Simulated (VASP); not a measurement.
# CsPdSe3 (I4/mmm) in VASP: single point with r2SCAN

Aim: the single point of CsPdSe3 with r2SCAN.

Everything below comes from runs of VASP 6.6.1. Logs are shortened: lines on timing, memory, paths and dates and some standing lists are left out, and cuts for length are marked.

## 1. The cell of the first run

It takes space group I4/mmm (No. 139, tetragonal). Conventional cell: a = 7.433 Å, b = 7.433 Å, c = 10.850 Å, α = 90.00°, β = 90.00°, γ = 90.00°. Pd (site symmetry 4/mmm) has 6 Se at 2.37 to 3.10 Å within 3.2 Å. Pd (site symmetry 4/mmm) has 6 Se at 2.32 to 2.88 Å within 3.1 Å. Se (site symmetry m2m) has 2 Pd at 2.37 to 2.88 Å within 3.1 Å. Within 3.2 Å of Se (site symmetry 4mm) lie 2 Pd at 2.32 to 3.10 Å. Cs (site symmetry -4m2) has 12 Se at 3.74 to 3.79 Å and 8 Pd at 4.60 Å within 4.9 Å.

## 2. Single point, r2SCAN

File POSCAR:

```
CsPdSe3
1.0
    0.0000000000      7.4332430400      0.0000000000
    7.4332430400      0.0000000000      0.0000000000
    3.7166220200      3.7166220200     -5.4250832000
Pd Se Cs
2 6 2
Direct
    0.0000000000      0.0000000000      0.0000000000
    0.5000000000      0.5000000000      0.0000000000
    0.2258000000      0.2258000000      0.0000000000
    0.2258000000      0.7742000000      0.0000000000
    0.7742000000      0.7742000000      0.0000000000
    0.7742000000      0.2258000000      0.0000000000
    0.7139000000      0.7139000000      0.5722000000
    0.2861000000      0.2861000000      0.4278000000
    0.7500000000      0.2500000000      0.5000000000
    0.2500000000      0.7500000000      0.5000000000
```

File INCAR.step1:

```
ALGO = Normal
EDIFF = 1E-4
ENCUT = 520
GGA = PE
ISMEAR = -1
LASPH = T
LCHARG = F
LREAL = F
LWAVE = T
NBANDS = 48
NELM = 100
PREC = Accurate
SIGMA = 0.1
```

File INCAR.step2:

```
ALGO = Normal
EDIFF = 1E-6
ENCUT = 520
ISIF = 2
ISMEAR = -1
ISTART = 1
LASPH = T
LCHARG = F
LMIXTAU = T
LREAL = F
LWAVE = F
METAGGA = R2SCAN
NBANDS = 48
NELM = 100
PREC = Accurate
SIGMA = 0.1
```

File KPOINTS:

```
k-points
0
Gamma
  4 4 4
```

Potentials or basis: VASP PAW PBE potentials, release 64 (Pd, Se, Cs_sv).

On the command line:

```bash
$ cat potpaw_PBE.64/Pd/POTCAR potpaw_PBE.64/Se/POTCAR potpaw_PBE.64/Cs_sv/POTCAR > POTCAR
$ cp INCAR.step1 INCAR
$ mpirun -np 1 vasp_std > vasp.out
$ cp INCAR.step2 INCAR
$ mpirun -np 1 vasp_std > vasp.out
```

OUTCAR:

```text
EDIFF = 1E-6
   ENCUT = 520
   ISIF = 2
   ISMEAR = -1
   ISTART = 1
   LASPH = T
   LREAL = F
   METAGGA = R2SCAN
   NELM = 100
   PREC = Accurate

 ion  position               nearest neighbor table
   1  0.000  0.000  0.000-   3 2.37   4 2.37   5 2.37   6 2.37   7 3.10   8 3.10
   2  0.500  0.500  0.000-   7 2.32   8 2.32   5 2.88   6 2.88   3 2.88   4 2.88
   3  0.226  0.226  0.000-   1 2.37   2 2.88
   4  0.226  0.774  0.000-   1 2.37   2 2.88
   5  0.774  0.774  0.000-   1 2.37   2 2.88
   6  0.774  0.226  0.000-   1 2.37   2 2.88
   7  0.714  0.714  0.572-   2 2.32   1 3.10
   8  0.286  0.286  0.428-   2 2.32   1 3.10
   9  0.750  0.250  0.500-
  10  0.250  0.750  0.500-

  LATTYP: Found a body centered tetragonal cell.
 ALAT       =     7.4332430400
 C/A-ratio  =     1.4596813721

  Lattice vectors:

 A1 = (  -3.7166220200,   3.7166210200,   5.4250832000)
 A2 = (   3.7166210200,  -3.7166220200,   5.4250832000)
 A3 = (   3.7166220200,   3.7166220200,  -5.4250832000)

Analysis of symmetry for initial positions (statically):
=====================================================================
 Subroutine PRICEL returns:
 Original cell was already a primitive cell.

 Routine SETGRP: Setting up the symmetry group for a
 body centered tetragonal supercell.

 Subroutine GETGRP returns: Found 16 space group operations
 (whereof 16 operations were pure point group operations)
 out of a pool of 16 trial point group operations.

The static configuration has the point symmetry D_4h.

Analysis of symmetry for dynamics (positions and initial velocities):
=====================================================================
 Subroutine PRICEL returns:
 Original cell was already a primitive cell.

 Routine SETGRP: Setting up the symmetry group for a
 body centered tetragonal supercell.

 Subroutine GETGRP returns: Found 16 space group operations
 (whereof 16 operations were pure point group operations)
 out of a pool of 16 trial point group operations.

The dynamic configuration has the point symmetry D_4h.

 Subroutine INISYM returns: Found 16 space group operations
 (whereof 16 operations are pure point group operations),
 and found     1 'primitive' translations

[... 103 lines left out ...]
   NFREE  =      0    steps in history (QN), initial steepest desc. (CG)
   ISIF   =      2    stress and relaxation
   ISYM   =      2    0-nonsym 1-usesym 2-fastsym
   POTIM  = 0.5000    time-step for ionic-motion
   TEBEG  =    0.0;   TEEND  =   0.0 temperature during run
   PSTRESS=    0.0 pullay stress
   NELECT =      74.0000    total number of electrons
   NUPDOWN=      -1.0000    fix difference up-down
   EMIN   =  10.00;   EMAX   =-10.00  energy-range for DOS
   EFERMI =   0.00;   METHOD = LEGACY
   ISMEAR =    -1;   SIGMA  =   0.10  broadening in eV -4-tet -1-fermi 0-gaus
   EFERMI_NEDOS =   21; number of points for ismear=-14 and -15
   IALGO  =     38    algorithm
   IMIX   =      4    mixing-type and parameters
     AMIX     =   0.40;   BMIX     =  1.00
     AMIX_MAG =   1.60;   BMIX_MAG =  1.00
  volume/ion in A,a.u.               =      29.98       202.28
  Fermi-wavevector in a.u.,A,eV,Ry     =   1.026986  1.940721 14.350059  1.054700
  Thomas-Fermi vector in A             =   2.160907
   LORBIT       =      0    0 simple, 1 ext, 2 COOP (PROOUT), +10 PAW based schemes
   METAGGA = R2SCAN    functional components
   LHFCALC =     F    Hartree Fock is set to
   AEXX    =    0.0000 exact exchange contribution
   IVDW    =     0    specifies the selected vdW correction
   LEPSILON=     F    determine dielectric tensor
   LRPA    =     F    only Hartree local field effects (RPA)
 non-spin polarized calculation
  energy-cutoff  :      520.00
  volume of cell :      299.75
 maximum number of plane-waves:      8100
   NGX = 27   NGY = 27   NGZ = 29

 number of electron      74.0000005 magnetization

 Free energy of the ion-electron system (eV)
  ---------------------------------------------------
  ext. energy  EPLUGINS =         0.00000000
  ---------------------------------------------------
  free energy    TOTEN  =      -183.57173669 eV

  energy without entropy =     -183.12157418  energy(sigma->0) =     -183.34665543

 E-fermi :   1.7695     XC(G=0):  -9.3753

 val. band max:        1.7656746848   @ k =   0.5000   0.2500   0.0000
 cond. band min:       1.7847659848   @ k =   0.5000   0.0000   0.2500
 fundamental gap:      0.0190913000
 Fermi energy:         1.7694894498

 k-point     1 :       0.0000    0.0000    0.0000
  band No.  band energies     occupation
      1     -19.1767      2.00000
      2     -19.1588      2.00000
      3     -11.5557      2.00000
      4     -10.6523      2.00000
      5     -10.5984      2.00000
      6     -10.5984      2.00000
[... 652 lines left out ...]
     47       8.7954      0.00000
     48       8.7975      0.00000

------------------------ aborting loop because EDIFF is reached ----------------------------------------

  FORCE on cell =-STRESS in cart. coord.  units (eV):
  Direction    XX          YY          ZZ          XY          YZ          ZX
  --------------------------------------------------------------------------------------
  -------------------------------------------------------------------------------------
  Total       -0.1639755     -0.1639755      1.6924531      0.0000000     -0.0000002     -0.0000002
  in kB       -0.8764489     -0.8764489      9.0461579      0.0000000     -0.0000008     -0.0000008
  external PRESSURE =       2.4310867 kB  Pullay stress =       0.0000000 kB

 VOLUME and BASIS-vectors are now :
 -----------------------------------------------------------------------------
  energy-cutoff  :      520.00
  volume of cell :      299.75
      direct lattice vectors                 reciprocal lattice vectors
     0.000000000  7.433243040  0.000000000     0.000000000  0.134530782  0.092164498
     7.433243040  0.000000000  0.000000000     0.134530782  0.000000000  0.092164498
     3.716622020  3.716622020 -5.425083200     0.000000000  0.000000000 -0.184328970

 POSITION                                       TOTAL-FORCE (eV/Angst)
 -----------------------------------------------------------------------------------
      0.00000      0.00000      0.00000         0.000000     -0.000000     -0.000000
      3.71662      3.71662      0.00000         0.000000     -0.000000     -0.000000
      1.67843      1.67843      0.00000         0.783086      0.783086     -0.000000
      5.75482      1.67843      0.00000        -0.783086      0.783086     -0.000000
      5.75482      5.75482      0.00000        -0.783086     -0.783086     -0.000000
      1.67843      5.75482      0.00000         0.783086     -0.783086      0.000000
      7.43324      7.43324     -3.10423        -0.000000     -0.000000      0.842759
      3.71662      3.71662     -2.32085         0.000000      0.000000     -0.842759
      3.71662      7.43324     -2.71254         0.000000     -0.000000      0.000000
      7.43324      3.71662     -2.71254         0.000000     -0.000000     -0.000000
 -----------------------------------------------------------------------------------
    total drift:                                0.000000     -0.000000     -0.000000

  FREE ENERGIE OF THE ION-ELECTRON SYSTEM (eV)
  ---------------------------------------------------
  free  energy   TOTEN  =      -183.5717366901 eV

  energy  without entropy=     -183.1215741777  energy(sigma->0) =     -183.34665543
```

OSZICAR.step1:

```text
N       E                     dE             d eps       ncg     rms          rms(c)
DAV:   1     0.461127939610E+03    0.46113E+03   -0.30952E+04  1248   0.131E+03
DAV:   2     0.361740496469E+01   -0.45751E+03   -0.44397E+03  1512   0.241E+02
DAV:   3    -0.352962427678E+02   -0.38914E+02   -0.38117E+02  1432   0.731E+01
DAV:   4    -0.360125096423E+02   -0.71627E+00   -0.71289E+00  1456   0.109E+01
DAV:   5    -0.360282368940E+02   -0.15727E-01   -0.15720E-01  1576   0.149E+00    0.160E+01
DAV:   6    -0.381823209622E+02   -0.21541E+01   -0.37667E+01  1440   0.357E+01    0.204E+01
DAV:   7    -0.347125395897E+02    0.34698E+01   -0.75819E+00  1416   0.185E+01    0.735E+00
DAV:   8    -0.344942153725E+02    0.21832E+00   -0.36052E+00  1448   0.972E+00    0.392E+00
DAV:   9    -0.345192170069E+02   -0.25002E-01   -0.18518E+00  1424   0.439E+00    0.405E+00
DAV:  10    -0.343950710023E+02    0.12415E+00   -0.66274E-01  1376   0.403E+00    0.144E+00
DAV:  11    -0.343705827400E+02    0.24488E-01   -0.85979E-02  1456   0.166E+00    0.384E-01
DAV:  12    -0.343710364525E+02   -0.45371E-03   -0.16549E-02  1448   0.497E-01    0.200E-01
DAV:  13    -0.343709533552E+02    0.83097E-04   -0.13014E-03  1456   0.230E-01    0.443E-02
DAV:  14    -0.343709587277E+02   -0.53725E-05   -0.96348E-05   936   0.419E-02
   1 F= -.34370959E+02 E0= -.34141956E+02  d E =-.458006E+00
```

Wall time 11 min (1 thread of Intel Xeon Platinum 8488C (Sapphire Rapids), shared host); peak memory 0.57 GiB.

What came out:

```
Free energy            : -183.5717 eV
Pressure               : 0.2 GPa
Largest force          : 1.107 eV/Å
Band gap on the k mesh : zero (bands 37 and 38 overlap by 0.44 eV)
```

Forces in eV/Å, atoms in the order of the input:
```
Pd   0.000  0.000  0.000
Pd   0.000  0.000  0.000
Se   0.783  0.783  0.000
Se  -0.783  0.783  0.000
Se  -0.783 -0.783  0.000
Se   0.783 -0.783  0.000
Se   0.000  0.000  0.843
Se   0.000  0.000 -0.843
Cs   0.000  0.000  0.000
Cs   0.000  0.000  0.000
```

Levels at points of the mesh, in eV from the Fermi level:
| k point | band 35 | band 36 | band 37 | band 38 | band 39 | band 40 |
| --- | --- | --- | --- | --- | --- | --- |
| (0.00, 0.00, 0.00) | -0.18 | 0.06 | 0.06 | 0.58 | 0.58 | 0.59 |
| (0.50, 0.00, 0.00) | -0.36 | -0.32 | 0.05 | 0.10 | 0.34 | 0.49 |
| (0.50, 0.50, 0.00) | -0.44 | -0.35 | -0.28 | -0.24 | -0.08 | -0.02 |
| (0.00, 0.00, 0.50) | -0.32 | -0.29 | -0.29 | -0.01 | 0.03 | 0.03 |

Caveat: the PAW data sets were made with another functional, which shifts forces and pressure a little; spin-orbit coupling is left out, which moves the levels of the heavy elements.
